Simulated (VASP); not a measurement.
# W (Im-3m) in VASP: a series of runs

W is run at these levels: LDA; tasks: single point, relaxation of cell and atoms.

Program: VASP 6.6.1. These are calculated values, not measurements. Logs are shortened: lines on timing, memory, paths and dates and some standing lists are left out, and cuts for length are marked.

**1. The cell of the first run**

The structure is cubic, space group Im-3m (No. 229). Conventional cell: a = 3.135 Å, b = 3.135 Å, c = 3.135 Å, α = 90.00°, β = 90.00°, γ = 90.00°. Within 3.6 Å of W (site symmetry m-3m) lie 14 W at 2.71 to 3.13 Å.

**2. Single point, LDA**

Contents of INCAR:

```
  PREC = Accurate
  ENCUT = 520
  EDIFF = 1E-6
  ISMEAR = -1
  SIGMA = 0.08
  LREAL = False
  LASPH = True
  NELM = 100
  ALGO = Normal
  ISIF = 2
  LWAVE = False
  LCHARG = False
  NBANDS = 13
```

Contents of KPOINTS:

```
regular mesh
0
Gamma
  19 19 19
```

Contents of POSCAR:

```
W
1.0
   -1.5674160006      1.5674160006      1.5674160006
    1.5674160006     -1.5674160006      1.5674160006
    1.5674160006      1.5674160006     -1.5674160006
W
1
Direct
    0.0000000000      0.0000000000      0.0000000000
```

Potentials or basis: VASP PAW LDA potentials, release 64 (W_sv).

Launch:

```bash
cat potpaw_LDA.64/W_sv/POTCAR > POTCAR
mpirun -np 1 vasp_std > vasp.out
```

OUTCAR:

```text
PREC = Accurate
   ENCUT = 520
   EDIFF = 1E-6
   ISMEAR = -1
   LREAL = False
   LASPH = True
   NELM = 100
   ISIF = 2

 ion  position               nearest neighbor table
   1  0.000  0.000  0.000-

  LATTYP: Found a body centered cubic cell.
 ALAT       =     3.1348320012

  Lattice vectors:

 A1 = (  -1.5674160006,   1.5674160006,   1.5674160006)
 A2 = (   1.5674160006,  -1.5674160006,   1.5674160006)
 A3 = (   1.5674160006,   1.5674160006,  -1.5674160006)

Analysis of symmetry for initial positions (statically):
=====================================================================
 Subroutine PRICEL returns:
 Original cell was already a primitive cell.

 Routine SETGRP: Setting up the symmetry group for a
 body centered cubic supercell.

 Subroutine GETGRP returns: Found 48 space group operations
 (whereof 48 operations were pure point group operations)
 out of a pool of 48 trial point group operations.

The static configuration has the point symmetry O_h .

Analysis of symmetry for dynamics (positions and initial velocities):
=====================================================================
 Subroutine PRICEL returns:
 Original cell was already a primitive cell.

 Routine SETGRP: Setting up the symmetry group for a
 body centered cubic supercell.

 Subroutine GETGRP returns: Found 48 space group operations
 (whereof 48 operations were pure point group operations)
 out of a pool of 48 trial point group operations.

The dynamic configuration has the point symmetry O_h .

 Subroutine INISYM returns: Found 48 space group operations
 (whereof 48 operations are pure point group operations),
 and found     1 'primitive' translations

----------------------------------------------------------------------------------------

                                     Primitive cell

  volume of cell :      15.4033

  direct lattice vectors                    reciprocal lattice vectors
    -1.567416001  1.567416001  1.567416001     0.000000000  0.318996361  0.318996361
     1.567416001 -1.567416001  1.567416001     0.318996361  0.000000000  0.318996361
     1.567416001  1.567416001 -1.567416001     0.318996361  0.318996361  0.000000000

  length of vectors
     2.714844150  2.714844150  2.714844150     0.451128980  0.451128980  0.451128980

  position of ions in fractional coordinates (direct lattice)
     0.000000000  0.000000000  0.000000000

  ion indices of the primitive-cell ions
   primitive index   ion index
                 1           1

----------------------------------------------------------------------------------------

 KPOINTS: regular mesh

Automatic generation of k-mesh.
 Grid dimensions read from file:
 generate k-points for:   19   19   19

 Generating k-lattice:

  Cartesian coordinates                     Fractional coordinates (reciprocal lattice)
     0.000000000  0.016789282  0.016789282     0.052631579  0.000000000  0.000000000
     0.016789282  0.000000000  0.016789282     0.000000000  0.052631579  0.000000000
     0.016789282  0.016789282  0.000000000     0.000000000  0.000000000  0.052631579

  Length of vectors
     0.023743631  0.023743631  0.023743631

  Shift w.r.t. Gamma in fractional coordinates (k-lattice)
     0.000000000  0.000000000  0.000000000

 Subroutine IBZKPT returns following result:
 ===========================================

 Found    220 irreducible k-points:

 Following reciprocal coordinates:
            Coordinates               Weight
  0.000000  0.000000  0.000000      1.000000
  0.052632  0.000000  0.000000     12.000000
  0.105263  0.000000  0.000000     12.000000
  0.157895  0.000000  0.000000     12.000000
  0.210526  0.000000  0.000000     12.000000
  0.263158  0.000000  0.000000     12.000000
[... 16 lines left out ...]
  0.263158  0.105263 -0.000000     48.000000
  0.315789  0.105263 -0.000000     48.000000
 [... further k-points ...]
   k-points           NKPTS =    220   k-points in BZ     NKDIM =    220   number of bands    NBANDS=     13
   number of dos      NEDOS =    301   number of ions     NIONS =      1
   total plane-waves  NPLWV =   8000
   dimension x,y,z NGX =    20 NGY =   20 NGZ =   20
   dimension x,y,z NGXF=    40 NGYF=   40 NGZF=   40
   ions per type =               1
   NGX,Y,Z   is equivalent  to a cutoff of  12.25, 12.25, 12.25 a.u.
   NGXF,Y,Z  is equivalent  to a cutoff of  24.49, 24.49, 24.49 a.u.
 SYSTEM =  unknown system
   PREC   = accura    normal or accurate (medium, high low for compatibility)
   ISTART =      0    job   : 0-new  1-cont  2-samecut
   ICHARG =      2    charge: 1-file 2-atom 10-const
   ISPIN  =      1    spin polarized calculation?
   LNONCOLLINEAR =      F non collinear calculations
   LSORBIT =      F    spin-orbit coupling
   LASPH  =      T    aspherical Exc in radial PAW
   ENCUT  =  520.0 eV  38.22 Ry    6.18 a.u.   5.05  5.05  5.05*2*pi/ulx,y,z
   NELM   =    100;   NELMIN=  2; NELMDL= -5     # of ELM steps
   EDIFF  = 0.1E-05   stopping-criterion for ELM
   LREAL  =      F    real-space projection
   EDIFFG = 0.1E-04   stopping-criterion for IOM
   NSW    =      0    number of steps for IOM
   IBRION =     -1    ionic relax: 0-MD 1-quasi-New 2-CG
   NFREE  =      0    steps in history (QN), initial steepest desc. (CG)
   ISIF   =      2    stress and relaxation
   ISYM   =      2    0-nonsym 1-usesym 2-fastsym
   POTIM  = 0.5000    time-step for ionic-motion
   TEBEG  =    0.0;   TEEND  =   0.0 temperature during run
   PSTRESS=    0.0 pullay stress
   NELECT =      14.0000    total number of electrons
   NUPDOWN=      -1.0000    fix difference up-down
   EMIN   =  10.00;   EMAX   =-10.00  energy-range for DOS
   EFERMI =   0.00;   METHOD = LEGACY
   ISMEAR =    -1;   SIGMA  =   0.08  broadening in eV -4-tet -1-fermi 0-gaus
   EFERMI_NEDOS =   21; number of points for ismear=-14 and -15
   IALGO  =     38    algorithm
   IMIX   =      4    mixing-type and parameters
     AMIX     =   0.40;   BMIX     =  1.00
     AMIX_MAG =   1.60;   BMIX_MAG =  1.00
  volume/ion in A,a.u.               =      15.40       103.95
  Fermi-wavevector in a.u.,A,eV,Ry     =   1.585793  2.996715 34.215119  2.514740
  Thomas-Fermi vector in A             =   2.685203
   LORBIT       =      0    0 simple, 1 ext, 2 COOP (PROOUT), +10 PAW based schemes
   GGA     = CA    functional components
   LHFCALC =     F    Hartree Fock is set to
   AEXX    =    0.0000 exact exchange contribution
   IVDW    =     0    specifies the selected vdW correction
   LEPSILON=     F    determine dielectric tensor
   LRPA    =     F    only Hartree local field effects (RPA)
 non-spin polarized calculation
  energy-cutoff  :      520.00
  volume of cell :       15.40
 maximum number of plane-waves:       427
   NGX =  9   NGY =  9   NGZ =  9

 number of electron      14.0000004 magnetization

 Free energy of the ion-electron system (eV)
  ---------------------------------------------------
  ext. energy  EPLUGINS =         0.00000000
  ---------------------------------------------------
  free energy    TOTEN  =       -14.11118344 eV

  energy without entropy =      -14.10300449  energy(sigma->0) =      -14.10709397

 E-fermi :  11.7295     XC(G=0): -13.9909

 val. band max:       11.7032629521   @ k =  -0.3158   0.3158   0.2105
 cond. band min:      11.7466676392   @ k =  -0.2105   0.3158   0.1053
 fundamental gap:      0.0434046871
 Fermi energy:        11.7294933789

 k-point     1 :       0.0000    0.0000    0.0000
  band No.  band energies     occupation
      1     -61.9684      2.00000
      2     -25.7305      2.00000
      3     -25.7305      2.00000
      4     -25.7305      2.00000
      5       2.0412      2.00000
      6      10.4331      2.00000
      7      10.4331      2.00000
      8      10.4331      2.00000
      9      13.9983      0.00000
     10      13.9983      0.00000
     11      26.3799      0.00000
     12      26.3799      0.00000
     13      26.3799      0.00000

 k-point     2 :       0.0526    0.0000    0.0000
  band No.  band energies     occupation
      1     -61.9643      2.00000
      2     -25.7731      2.00000
      3     -25.7437      2.00000
      4     -25.7308      2.00000
      5       2.1815      2.00000
      6      10.3474      2.00000
      7      10.4152      2.00000
      8      10.5681      2.00000
      9      13.8579      0.00000
     10      13.9987      0.00000
     11      26.5018      0.00000
     12      26.6163      0.00000
     13      26.7334      0.00000

 k-point     3 :       0.1053    0.0000    0.0000
  band No.  band energies     occupation
      1     -61.9520      2.00000
      2     -25.8949      2.00000
      3     -25.7815      2.00000
      4     -25.7315      2.00000
      5       2.5873      2.00000
      6      10.1092      2.00000
      7      10.3386      2.00000
      8      10.9695      1.99985
      9      13.5484      0.00000
     10      14.0065      0.00000
     11      26.8178      0.00000
     12      27.3055      0.00000
     13      27.6570      0.00000
[... 305 lines left out ...]
 k-point    23 :       0.2632    0.1053   -0.0000
  band No.  band energies     occupation
      1     -61.8520      2.00000
      2     -26.7716      2.00000
      3     -26.0831      2.00000
      4     -25.7928      2.00000
      5       5.5468      2.00000
      6       8.6594      2.00000
      7       9.6541      2.00000
      8      13.3202      0.00000
      9      14.7076      0.00000
     10      15.4816      0.00000
     11      25.6609      0.00000
     12      27.2801      0.00000
     13      31.9796      0.00000

 k-point    24 :       0.3158    0.1053   -0.0000
  band No.  band energies     occupation
      1     -61.8314      2.00000
      2     -26.9344      2.00000
      3     -26.1585      2.00000
      4     -25.7958      2.00000
      5       5.7410      2.00000
      6       8.4017      2.00000
      7      10.2635      2.00000
      8      13.6345      0.00000
      9      14.8459      0.00000
     10      16.7882      0.00000
     11      24.5807      0.00000
     12      25.8377      0.00000
     13      30.6851      0.00000

 [... further k-points ...]

------------------------ aborting loop because EDIFF is reached ----------------------------------------

  FORCE on cell =-STRESS in cart. coord.  units (eV):
  Direction    XX          YY          ZZ          XY          YZ          ZX
  --------------------------------------------------------------------------------------
  -------------------------------------------------------------------------------------
  Total        0.1893243      0.1893243      0.1893243      0.0000000     -0.0000000      0.0000000
  in kB       19.6926444     19.6926444     19.6926444      0.0000000     -0.0000000      0.0000000
  external PRESSURE =      19.6926444 kB  Pullay stress =       0.0000000 kB

 VOLUME and BASIS-vectors are now :
 -----------------------------------------------------------------------------
  energy-cutoff  :      520.00
  volume of cell :       15.40
      direct lattice vectors                 reciprocal lattice vectors
    -1.567416001  1.567416001  1.567416001     0.000000000  0.318996361  0.318996361
     1.567416001 -1.567416001  1.567416001     0.318996361  0.000000000  0.318996361
     1.567416001  1.567416001 -1.567416001     0.318996361  0.318996361  0.000000000

 POSITION                                       TOTAL-FORCE (eV/Angst)
 -----------------------------------------------------------------------------------
      0.00000      0.00000      0.00000         0.000000     -0.000000      0.000000
 -----------------------------------------------------------------------------------
    total drift:                                0.000000     -0.000000      0.000000

  FREE ENERGIE OF THE ION-ELECTRON SYSTEM (eV)
  ---------------------------------------------------
  free  energy   TOTEN  =       -14.1111834394 eV

  energy  without entropy=      -14.1030044924  energy(sigma->0) =      -14.10709397
```

Wall time 16 s (1 thread of AMD EPYC 9R45 (Zen 5), shared host); peak memory 0.12 GiB.

What came out:

| Quantity | Value |
| --- | --- |
| Free energy | -14.1112 eV |
| Pressure | 2.0 GPa |
| Band gap on the k mesh | zero (band 7 reaches 16.75 eV, above the bottom of band 8 at 10.43 eV) |

Levels at points of the mesh, in eV from the Fermi level:
```tsv
k point	band 4	band 5	band 6	band 7	band 8	band 9	band 10	band 11
(0.00, 0.00, 0.00)	-37.46	-9.69	-1.30	-1.30	-1.30	2.27	2.27	14.65
```

Caveat: spin-orbit coupling is left out, which moves the levels of the heavy elements.

**3. Single point, LDA**

Contents of INCAR:

```
SYSTEM = W
ALGO = Normal
EDIFF = 1E-6
ENCUT = 520
ISIF = 2
ISMEAR = -1
LASPH = .TRUE.
LCHARG = .FALSE.
LREAL = .FALSE.
LWAVE = .FALSE.
NBANDS = 13
NELM = 80
PREC = Accurate
SIGMA = 0.08
```

Contents of KPOINTS:

```
k-points
0
G
  24 24 24
  0 0 0
```

Contents of POSCAR:

```
W
1.0
   -1.5675532239      1.5675532239      1.5675532239
    1.5675532239     -1.5675532239      1.5675532239
    1.5675532239      1.5675532239     -1.5675532239
W
1
Direct
    0.0000000000      0.0000000000      0.0000000000
```

Potentials or basis: VASP PAW LDA potentials, release 64 (W_sv).

Launch:

```bash
cat potpaw_LDA.64/W_sv/POTCAR > POTCAR
mpirun -np 1 vasp_std > vasp.out
```

Run time: 31 s. Hardware: 1 thread of AMD EPYC 9R45 (Zen 5), shared host; peak memory 0.15 GiB.

Results (log left out):

| Property | Result |
| --- | --- |
| Free energy | -14.1104 eV |
| Pressure | 2.0 GPa |
| Band gap on the k mesh | zero (band 7 reaches 17.09 eV, above the bottom of band 8 at 10.43 eV) |

Levels at points of the mesh, in eV from the Fermi level:
```tsv
k point	band 3	band 4	band 5	band 6	band 7	band 8	band 9	band 10	band 11	band 12
(0.00, 0.00, 0.00)	-37.53	-37.53	-9.75	-1.36	-1.36	-1.36	2.20	2.20	14.58	14.58
(0.50, 0.00, 0.00)	-37.99	-37.54	-6.50	-3.78	0.89	2.12	3.12	6.34	11.50	11.58
(0.50, 0.50, 0.50)	-38.53	-38.53	-6.14	-6.14	5.30	5.30	5.30	8.53	8.53	8.53
```

Caveat: spin-orbit coupling is left out, which moves the levels of the heavy elements.

**4. Relaxation of cell and atoms, LDA**

Contents of INCAR:

```
SYSTEM = W
PREC = Accurate
ENCUT = 600
EDIFF = 1E-7
ISMEAR = -1
SIGMA = 0.08
LREAL = .False.
LASPH = .True.
NELM = 60
ALGO = Normal
ISIF = 3
LWAVE = .False.
LCHARG = .False.
IBRION = 2
NSW = 60
EDIFFG = -0.005
```

Contents of KPOINTS:

```
Automatic mesh
0
Gamma
  24 24 24
  0 0 0
```

Contents of POSCAR:

```
W
1.0
   -1.5676782863      1.5676782863      1.5676782863
    1.5676782863     -1.5676782863      1.5676782863
    1.5676782863      1.5676782863     -1.5676782863
W
1
Direct
    0.0000000000      0.0000000000      0.0000000000
```

Launch:

```bash
cat potpaw_LDA.64/W_sv/POTCAR > POTCAR
mpirun -np 1 vasp_std > vasp.out
```

Wall time 2 min (1 thread of AMD EPYC 9R45 (Zen 5), shared host); peak memory 0.18 GiB.

It converged, with:

```
Free energy                            : -14.1111 eV
Relaxed volume                         : 15.50 Å³/atom
Relaxed cell                           : a = 2.720 Å, b = 2.720 Å, c = 2.720 Å, α = 109.47°, β = 109.47°, γ = 109.47°
Space group after relaxing (to 0.05 Å) : Im-3m (No. 229)
Energy gained by relaxing              : 0.5 meV/atom
Ionic steps                            : 4
Pressure after relaxing                : 0.0 GPa
Band gap on the k mesh                 : zero (band 7 reaches 16.96 eV, above the bottom of band 8 at 10.35 eV)
```

Step by step:
| step | energy change (eV) | largest force (eV/Å) | pressure (GPa) | volume (Å³) |
| --- | --- | --- | --- | --- |
| 1 | 0.0000 | 0.0000 | 1.94 | 15.41 |
| 2 | 0.0066 | 0.0000 | -6.79 | 15.83 |
| 3 | -0.0005 | 0.0000 | -0.05 | 15.50 |
| 4 | -0.0005 | 0.0000 | 0.03 | 15.50 |

Final structure:
```
CELL_PARAMETERS angstrom
-1.57062 1.57062 1.57062
1.57062 -1.57062 1.57062
1.57062 1.57062 -1.57062
ATOMIC_POSITIONS crystal
W 0.00000 0.00000 0.00000
```

Levels at points of the mesh, in eV from the Fermi level:
| k point | band 5 | band 6 | band 7 | band 8 | band 9 | band 10 |
| --- | --- | --- | --- | --- | --- | --- |
| (0.00, 0.00, 0.00) | -9.72 | -1.35 | -1.35 | -1.35 | 2.19 | 2.19 |
| (0.50, 0.00, 0.00) | -6.46 | -3.75 | 0.87 | 2.11 | 3.10 | 6.29 |
| (0.50, 0.50, 0.50) | -6.08 | -6.08 | 5.26 | 5.26 | 5.26 | 8.49 |

Caveat: spin-orbit coupling is left out, which moves the levels of the heavy elements.

**5. Summary**

| task | cell | k mesh | cutoff (eV) | gap on the mesh (eV) | pressure (GPa) |
| --- | --- | --- | --- | --- | --- |
| single point | a = 2.715 Å, angles 109.5°, 1 atom | 19 × 19 × 19 | 520 | none | 2.0 |
| single point | a = 2.715 Å, angles 109.5°, 1 atom | 24 × 24 × 24 | 520 | none | 2.0 |
| relaxation of cell and atoms | relaxed from a = 2.715 Å, angles 109.5°, 1 atom | 24 × 24 × 24 | 600 | none | 0.0 |

Alike in all rows: level LDA; potentials or basis VASP PAW LDA potentials, release 64 (W_sv); no spin polarisation; smearing fermi-dirac 0.08 eV.

Caveats: spin-orbit coupling is left out, which moves the levels of the heavy elements.

Total energies depend on the potentials used, so only differences within one code and one set of settings carry meaning.
